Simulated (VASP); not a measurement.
# WSe2 in VASP: further runs

WSe2 is run at these levels: PBE+D3(BJ); tasks: relaxation of cell and atoms.

Program: VASP 6.6.1. These are calculated values, not measurements. Logs are shortened: lines on timing, memory, paths and dates and some standing lists are left out, and cuts for length are marked.

## Step 1: The cell of the first run

The cell holds a slab with vacuum, 12 atoms: a = 3.290 Å, b = 3.290 Å, c = 40.801 Å, α = 90.00°, β = 90.00°, γ = 120.00°.

## Step 2: Relaxation of cell and atoms, PBE+D3(BJ)

File INCAR:

```
  PREC = Accurate
  ENCUT = 600
  EDIFF = 1E-6
  ISMEAR = 0
  SIGMA = 0.03
  LREAL = False
  LASPH = True
  NELM = 80
  ALGO = Normal
  ISIF = 3
  LWAVE = False
  LCHARG = False
  GGA = PE
  IVDW = 12
  IBRION = 2
  NSW = 90
  EDIFFG = -0.01
  LATTICE_CONSTRAINTS = .TRUE. .TRUE. .FALSE.
  KPAR = 8
```

File KPOINTS:

```
regular mesh
0
Gamma
  12 12 1
```

File POSCAR:

```
WSe2
1.0
    3.2900000000      0.0000000000      0.0000000000
   -1.6450000000      2.8492235800      0.0000000000
    0.0000000000      0.0000000000     40.8012600000
Se W
8 4
Direct
    0.3333333300      0.6666666700      0.2205814200
    0.3333333300      0.6666666700      0.3025950700
    0.6666666700      0.3333333300      0.3795225900
    0.6666666700      0.3333333300      0.4615362400
    0.3333333300      0.6666666700      0.5384637600
    0.3333333300      0.6666666700      0.6204774100
    0.6666666700      0.3333333300      0.6974049300
    0.6666666700      0.3333333300      0.7794185800
    0.6666666700      0.3333333300      0.2615882500
    0.3333333300      0.6666666700      0.4205294200
    0.6666666700      0.3333333300      0.5794705800
    0.3333333300      0.6666666700      0.7384117500
```

Potentials or basis: VASP PAW PBE potentials, release 64 (Se, W_sv).

Run with:

```console
$ cat potpaw_PBE.64/Se/POTCAR potpaw_PBE.64/W_sv/POTCAR > POTCAR
$ mpirun -np 8 vasp_std > vasp.out
```

OUTCAR:

```text
PREC = Accurate
   ENCUT = 600
   EDIFF = 1E-6
   ISMEAR = 0
   LREAL = False
   LASPH = True
   NELM = 80
   ISIF = 3
   GGA = PE
   IVDW = 12
   IBRION = 2
   NSW = 90
   EDIFFG = -0.01
 IVDW          = 12

 ion  position               nearest neighbor table
   1  0.333  0.667  0.221-   9 2.53   9 2.53   9 2.53
   2  0.333  0.667  0.303-   9 2.53   9 2.53   9 2.53
   3  0.667  0.333  0.380-  10 2.53  10 2.53  10 2.53
   4  0.667  0.333  0.462-  10 2.53  10 2.53  10 2.53
   5  0.333  0.667  0.538-  11 2.53  11 2.53  11 2.53
   6  0.333  0.667  0.620-  11 2.53  11 2.53  11 2.53
   7  0.667  0.333  0.697-  12 2.53  12 2.53  12 2.53
   8  0.667  0.333  0.779-  12 2.53  12 2.53  12 2.53
   9  0.667  0.333  0.262-   2 2.53   2 2.53   2 2.53   1 2.53   1 2.53   1 2.53
  10  0.333  0.667  0.421-   4 2.53   4 2.53   4 2.53   3 2.53   3 2.53   3 2.53
  11  0.667  0.333  0.579-   5 2.53   5 2.53   5 2.53   6 2.53   6 2.53   6 2.53
  12  0.333  0.667  0.738-   7 2.53   7 2.53   7 2.53   8 2.53   8 2.53   8 2.53

  LATTYP: Found a hexagonal cell.
 ALAT       =     3.2900000000
 C/A-ratio  =    12.4015987842

  Lattice vectors:

 A1 = (   3.2900000000,   0.0000000000,   0.0000000000)
 A2 = (  -1.6450000000,   2.8492235800,   0.0000000000)
 A3 = (   0.0000000000,   0.0000000000,  40.8012600000)

Analysis of symmetry for initial positions (statically):
=====================================================================
 Subroutine PRICEL returns:
 Original cell was already a primitive cell.

 Routine SETGRP: Setting up the symmetry group for a
 hexagonal supercell.

 Subroutine GETGRP returns: Found 12 space group operations
 (whereof 12 operations were pure point group operations)
 out of a pool of 24 trial point group operations.

The static configuration has the point symmetry D_3d.

Analysis of symmetry for dynamics (positions and initial velocities):
=====================================================================
 Subroutine PRICEL returns:
 Original cell was already a primitive cell.

 Routine SETGRP: Setting up the symmetry group for a
 hexagonal supercell.

 Subroutine GETGRP returns: Found 12 space group operations
 (whereof 12 operations were pure point group operations)
 out of a pool of 24 trial point group operations.

The dynamic configuration has the point symmetry D_3d.

 Subroutine INISYM returns: Found 12 space group operations
 (whereof 12 operations are pure point group operations),
 and found     1 'primitive' translations

----------------------------------------------------------------------------------------

                                     Primitive cell

  volume of cell :     382.4688

  direct lattice vectors                    reciprocal lattice vectors
     3.290000000  0.000000000  0.000000000     0.303951368  0.175486404  0.000000000
    -1.645000000  2.849223580  0.000000000     0.000000000  0.350972808  0.000000000
     0.000000000  0.000000000 40.801260000     0.000000000  0.000000000  0.024509047

  length of vectors
     3.290000000  3.290000001 40.801260000     0.350972808  0.350972808  0.024509047

  position of ions in fractional coordinates (direct lattice)
     0.333333330  0.666666670  0.220581420
     0.333333330  0.666666670  0.302595070
     0.666666670  0.333333330  0.379522590
     0.666666670  0.333333330  0.461536240
     0.333333330  0.666666670  0.538463760
     0.333333330  0.666666670  0.620477410
     0.666666670  0.333333330  0.697404930
     0.666666670  0.333333330  0.779418580
     0.666666670  0.333333330  0.261588250
     0.333333330  0.666666670  0.420529420
     0.666666670  0.333333330  0.579470580
     0.333333330  0.666666670  0.738411750

  ion indices of the primitive-cell ions
   primitive index   ion index
                 1           1
                 2           2
                 3           3
                 4           4
                 5           5
                 6           6
                 7           7
                 8           8
                 9           9
                10          10
                11          11
                12          12

----------------------------------------------------------------------------------------

 KPOINTS: regular mesh

Automatic generation of k-mesh.
 Grid dimensions read from file:
 generate k-points for:   12   12    1

 Generating k-lattice:

  Cartesian coordinates                     Fractional coordinates (reciprocal lattice)
     0.025329281  0.014623867  0.000000000     0.083333333  0.000000000  0.000000000
     0.000000000  0.029247734  0.000000000     0.000000000  0.083333333  0.000000000
     0.000000000  0.000000000  0.024509047     0.000000000  0.000000000  1.000000000

  Length of vectors
     0.029247734  0.029247734  0.024509047

  Shift w.r.t. Gamma in fractional coordinates (k-lattice)
     0.000000000  0.000000000  0.000000000

 Subroutine IBZKPT returns following result:
 ===========================================

 Found     19 irreducible k-points:

 Following reciprocal coordinates:
            Coordinates               Weight
  0.000000  0.000000  0.000000      1.000000
  0.083333  0.000000  0.000000      6.000000
  0.166667 -0.000000  0.000000      6.000000
  0.250000 -0.000000  0.000000      6.000000
  0.333333  0.000000  0.000000      6.000000
  0.416667 -0.000000  0.000000      6.000000
[... 11 lines left out ...]
  0.333333  0.250000  0.000000     12.000000
  0.333333  0.333333  0.000000      2.000000
   k-points           NKPTS =     19   k-points in BZ     NKDIM =     19   number of bands    NBANDS=     62
   number of dos      NEDOS =    301   number of ions     NIONS =     12
   total plane-waves  NPLWV = 263424
   dimension x,y,z NGX =    28 NGY =   28 NGZ =  336
   dimension x,y,z NGXF=    56 NGYF=   56 NGZF=  672
   ions per type =               8   4
   NGX,Y,Z   is equivalent  to a cutoff of  14.15, 14.15, 13.69 a.u.
   NGXF,Y,Z  is equivalent  to a cutoff of  28.30, 28.30, 27.38 a.u.
 SYSTEM =  unknown system
   PREC   = accura    normal or accurate (medium, high low for compatibility)
   ISTART =      0    job   : 0-new  1-cont  2-samecut
   ICHARG =      2    charge: 1-file 2-atom 10-const
   ISPIN  =      1    spin polarized calculation?
   LNONCOLLINEAR =      F non collinear calculations
   LSORBIT =      F    spin-orbit coupling
   LASPH  =      T    aspherical Exc in radial PAW
   ENCUT  =  600.0 eV  44.10 Ry    6.64 a.u.   6.57  6.57 81.49*2*pi/ulx,y,z
   NELM   =     80;   NELMIN=  2; NELMDL= -5     # of ELM steps
   EDIFF  = 0.1E-05   stopping-criterion for ELM
   LREAL  =      F    real-space projection
   EDIFFG = -.1E-01   stopping-criterion for IOM
   NSW    =     90    number of steps for IOM
   IBRION =      2    ionic relax: 0-MD 1-quasi-New 2-CG
   NFREE  =      1    steps in history (QN), initial steepest desc. (CG)
   ISIF   =      3    stress and relaxation
   ISYM   =      2    0-nonsym 1-usesym 2-fastsym
   POTIM  = 0.5000    time-step for ionic-motion
   TEBEG  =    0.0;   TEEND  =   0.0 temperature during run
   PSTRESS=    0.0 pullay stress
   NELECT =     104.0000    total number of electrons
   NUPDOWN=      -1.0000    fix difference up-down
   EMIN   =  10.00;   EMAX   =-10.00  energy-range for DOS
   EFERMI =   0.00;   METHOD = LEGACY
   ISMEAR =     0;   SIGMA  =   0.03  broadening in eV -4-tet -1-fermi 0-gaus
   EFERMI_NEDOS =   21; number of points for ismear=-14 and -15
   IALGO  =     38    algorithm
   IMIX   =      4    mixing-type and parameters
     AMIX     =   0.40;   BMIX     =  1.00
     AMIX_MAG =   1.60;   BMIX_MAG =  1.00
  volume/ion in A,a.u.               =      31.87       215.09
  Fermi-wavevector in a.u.,A,eV,Ry     =   1.060606  2.004254 15.304981  1.124884
  Thomas-Fermi vector in A             =   2.195993
   LORBIT       =      0    0 simple, 1 ext, 2 COOP (PROOUT), +10 PAW based schemes
   GGA     = PE    functional components
   LHFCALC =     F    Hartree Fock is set to
   AEXX    =    0.0000 exact exchange contribution
   IVDW    =    12    specifies the selected vdW correction
   LEPSILON=     F    determine dielectric tensor
   LRPA    =     F    only Hartree local field effects (RPA)
 conjugate gradient relaxation of ions
 non-spin polarized calculation
 Gauss-broadening in eV      SIGMA  =   0.03
  energy-cutoff  :      600.00
  volume of cell :      382.47
 maximum number of plane-waves:     12931
 NGX is ok and might be reduce to    28
   NGX = 13   NGY = 13   NGZ =163

--------------------------------------- Ionic step        1  -------------------------------------------

 number of electron     104.0000002 magnetization

 Free energy of the ion-electron system (eV)
  ---------------------------------------------------
  ext. energy  EPLUGINS =         0.00000000
  ---------------------------------------------------
  free energy    TOTEN  =       -86.30630485 eV

  energy without entropy =      -86.30630485  energy(sigma->0) =      -86.30630485

------------------------ aborting loop because EDIFF is reached ----------------------------------------

 Edisp (eV)   -5.18266

 E8    (eV) :    -2.3466

  FORCE on cell =-STRESS in cart. coord.  units (eV):
  Direction    XX          YY          ZZ          XY          YZ          ZX
  --------------------------------------------------------------------------------------
  -------------------------------------------------------------------------------------
  Total       0.11677     0.11677     1.83567    -0.00000     0.00000     0.00000
  in kB       0.48915     0.48915     7.68970    -0.00000     0.00000     0.00000
  external pressure =        2.89 kB  Pullay stress =        0.00 kB
[... 127 lines left out ...]
  FREE ENERGIE OF THE ION-ELECTRON SYSTEM (eV)
  ---------------------------------------------------
  free  energy   TOTEN  =       -91.4987857881 eV

  energy  without entropy=      -91.4987857881  energy(sigma->0) =      -91.49878579

[... ionic steps 4 to 42 ...]

--------------------------------------- Ionic step       43  -------------------------------------------

 number of electron     104.0000001 magnetization

------------------------ aborting loop because EDIFF is reached ----------------------------------------

 Edisp (eV)   -5.26438

 E8    (eV) :    -2.3835
[... 89 lines left out ...]
  energy  without entropy=      -91.5078508921  energy(sigma->0) =      -91.50785089

--------------------------------------- Ionic step       45  -------------------------------------------

 number of electron     104.0000001 magnetization

 Free energy of the ion-electron system (eV)
  ---------------------------------------------------
  ext. energy  EPLUGINS =         0.00000000
  ---------------------------------------------------
  free energy    TOTEN  =       -86.24375524 eV

  energy without entropy =      -86.24375524  energy(sigma->0) =      -86.24375524

 E-fermi :   2.4397     XC(G=0):  -7.0972

 val. band max:        2.2561940555   @ k =   0.0000   0.0000   0.0000
 cond. band min:       3.2720558593   @ k =   0.1667   0.1667   0.0000
 fundamental gap:      1.0158618038
 Fermi energy:         2.4396671345

 k-point     1 :       0.0000    0.0000    0.0000
  band No.  band energies     occupation
      1     -72.0502      2.00000
      2     -72.0501      2.00000
      3     -72.0468      2.00000
      4     -72.0468      2.00000
      5     -36.2971      2.00000
      6     -36.2971      2.00000
[... 1267 lines left out ...]
  FREE ENERGIE OF THE ION-ELECTRON SYSTEM (eV)
  ---------------------------------------------------
  free  energy   TOTEN  =       -91.5078640681 eV

  energy  without entropy=      -91.5078640681  energy(sigma->0) =      -91.50786407

 reached required accuracy - stopping structural energy minimisation
```

It took 27 min on 8 MPI ranks of AMD EPYC 9R45 (Zen 5), shared host; peak memory 0.92 GiB.

Results:

| Property | Result |
| --- | --- |
| Free energy | -91.5079 eV |
| Relaxed cell | a = 3.283 Å, b = 3.283 Å, c = 40.801 Å, α = 90.00°, β = 90.00°, γ = 120.00° |
| Space group after relaxing (to 0.1 Å) | P-3m1 (No. 164) |
| Energy gained by relaxing | 1.6 meV/atom |
| Ionic steps | 45 |
| Largest force after relaxing | 0.006 eV/Å |
| Band gap on the k mesh | 1.02 eV (least direct gap 1.58 eV) |
| Dispersion energy per atom | -0.439 eV |

Forces on the atoms (eV/Å):
```
Se   0.000  0.000 -0.006
Se   0.000  0.000  0.001
Se   0.000  0.000  0.005
Se   0.000  0.000  0.003
Se   0.000  0.000 -0.003
Se   0.000  0.000 -0.005
Se   0.000  0.000 -0.001
Se   0.000  0.000  0.006
W    0.000  0.000 -0.003
W    0.000  0.000  0.004
W    0.000  0.000 -0.004
W    0.000  0.000  0.003
```

Step by step:
| step | energy change (eV) | largest force (eV/Å) | pressure (GPa) | volume (Å³) |
| --- | --- | --- | --- | --- |
| 1 | 0.0000 | 0.2386 | 0.29 | 382.47 |
| 3 | -0.0098 | 0.0300 | -0.41 | 382.84 |
| 5 | -0.0135 | 0.0141 | -0.12 | 380.37 |
| 7 | -0.0137 | 0.0152 | -0.12 | 380.38 |
| 9 | -0.0145 | 0.0294 | -0.09 | 380.40 |
| 11 | -0.0149 | 0.1316 | 0.03 | 380.49 |
| 13 | -0.0153 | 0.0867 | -0.02 | 380.45 |
| 15 | -0.0155 | 0.0837 | -0.02 | 380.49 |
| 17 | -0.0161 | 0.0721 | -0.06 | 380.65 |
| 19 | -0.0169 | 0.0889 | -0.17 | 381.30 |
| 21 | -0.0174 | 0.0397 | -0.09 | 380.96 |
| 23 | -0.0175 | 0.0446 | 0.03 | 380.54 |
| 25 | -0.0177 | 0.0177 | -0.03 | 380.72 |
| 27 | -0.0177 | 0.0175 | -0.02 | 380.71 |
| 29 | -0.0178 | 0.0211 | -0.05 | 380.75 |
| 31 | -0.0178 | 0.0366 | -0.09 | 380.78 |
| 33 | -0.0180 | 0.0325 | -0.05 | 380.60 |
| 35 | -0.0181 | 0.0309 | 0.10 | 379.88 |
| 37 | -0.0182 | 0.0222 | 0.04 | 380.19 |
| 39 | -0.0186 | 0.0171 | 0.03 | 380.23 |
| 41 | -0.0187 | 0.0207 | 0.03 | 380.26 |
| 43 | -0.0188 | 0.0239 | -0.04 | 380.75 |
| 45 | -0.0189 | 0.0056 | 0.01 | 380.78 |

Final structure:
```xyz
12
Lattice="3.2827 0.0000 0.0000 -1.6414 2.8429 0.0000 0.0000 0.0000 40.8013" Properties=species:S:1:pos:R:3 pbc="T T T"
Se    0.0000    1.8953    9.1186
Se    0.0000    1.8953   12.4923
Se    1.6414    0.9476   15.5116
Se    1.6414    0.9476   18.8830
Se    0.0000    1.8953   21.9182
Se    0.0000    1.8953   25.2897
Se    1.6414    0.9476   28.3090
Se    1.6414    0.9476   31.6826
W     1.6414    0.9476   10.8058
W     0.0000    1.8953   17.1972
W     1.6414    0.9476   23.6040
W     0.0000    1.8953   29.9955
```

Caveat: spin-orbit coupling is left out, which moves the levels of the heavy elements.

[end of part 1 of 2]
